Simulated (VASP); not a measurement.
Runs of VASP 6.6.1 on ZnSe. The structure is that of space group F-43m (No. 216), or close to it. The cells are those of the table. 

```csv
task,cell,cutoff (eV),gap on the mesh (eV),pressure (GPa)
single point,"a = 3.998 Å, angles 60.0°, 2 atoms",520,(a),-2.7
relaxation of cell and atoms,"relaxed to -3 GPa from a = 3.937 Å, angles 60.0°, 2 atoms",600,1.08,-3.0
single point,"a = 3.872 Å, angles 60.0°, 2 atoms",520,1.50,(b)
relaxation of cell and atoms,"relaxed to 4 GPa from a = 3.937 Å, angles 60.0°, 2 atoms",600,1.48,4.0
```

Alike in all rows: level LDA; potentials or basis VASP PAW LDA potentials, release 64 (Zn, Se); no spin polarisation; smearing gaussian 0.01 eV.

Question: Fill in the values left out.

Answer: (a) 1.10; (b) 4.4.

Caveats: the cell is relaxed towards a set pressure, so the run minimises the enthalpy, not the energy (at least some runs); the cell stands under pressure (at least some runs).

A k mesh can miss the band edges, and the runs leave out spin-orbit coupling on Se.
